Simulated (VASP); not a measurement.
Here is a VASP 6.6.1 calculation.

The input POSCAR:

```
AlNi3
1.0
    0.0000000000      2.8196042817      2.8196042817
    2.8196042817      0.0000000000      2.8196042817
    2.8196042817      2.8196042817      0.0000000000
Al Ni
1 3
Direct
    0.5000000000      0.5000000000      0.5000000000
    0.2500000000      0.2500000000      0.2500000000
    0.0000000000      0.0000000000      0.0000000000
    0.7500000000      0.7500000000      0.7500000000
```

File INCAR.step1:

```
SYSTEM = AlNi3
PREC     = Accurate       ! precision mode
ENCUT    = 650            ! plane-wave cutoff, eV
ISMEAR   = 0              ! smearing method
SIGMA    = 0.1            ! smearing width, eV
LREAL    = .False.        ! projectors in reciprocal space
LASPH    = .True.         ! aspherical terms in the spheres
NELM     = 120            ! most SCF steps
NBANDS   = 36             ! bands
GGA      = PE             ! functional
ALGO     = Normal         ! electronic algorithm
EDIFF    = 1E-5           ! SCF threshold, eV
LWAVE    = .True.         ! write WAVECAR
LCHARG   = .False.        ! write CHGCAR
GGA_COMPAT= .False.
```

File INCAR.step2:

```
SYSTEM = AlNi3
PREC     = Accurate       ! precision mode
ENCUT    = 650            ! plane-wave cutoff, eV
EDIFF    = 1E-6           ! SCF threshold, eV
ISMEAR   = 0              ! smearing method
SIGMA    = 0.1            ! smearing width, eV
LREAL    = .False.        ! projectors in reciprocal space
LASPH    = .True.         ! aspherical terms in the spheres
NELM     = 120            ! most SCF steps
ALGO     = Normal         ! electronic algorithm
ISIF     = 2              ! what is computed and relaxed
LWAVE    = .False.        ! write WAVECAR
LCHARG   = .True.         ! write CHGCAR
METAGGA  = R2SCAN         ! meta-GGA
LMIXTAU  = .True.       
LELF     = .True.         ! ELF
LVHAR    = .True.       
NBANDS   = 36             ! bands
ISTART   = 1            
GGA_COMPAT= .False.
```

KPOINTS

```
Automatic mesh
0
Gamma
  1 1 1
  0 0 0
```

Potentials or basis: VASP PAW PBE potentials, release 64 (Al, Ni_sv_GW).

Run with:

```bash
$ cat potpaw_PBE.64/Al/POTCAR potpaw_PBE.64/Ni_sv_GW/POTCAR > POTCAR
$ cp INCAR.step1 INCAR
$ mpirun -np 1 vasp_gam > vasp.out
$ cp INCAR.step2 INCAR
$ mpirun -np 1 vasp_gam > vasp.out
```

Problem. What does it give for the pressure?

Solution. -2.4 GPa.

Caveat: the k points lie up to 1.93 Å⁻¹ apart; the PAW data sets were made with another functional, which shifts forces and pressure a little. Spin polarisation is off, so any magnetic state and its effect on volume and gap are missing.
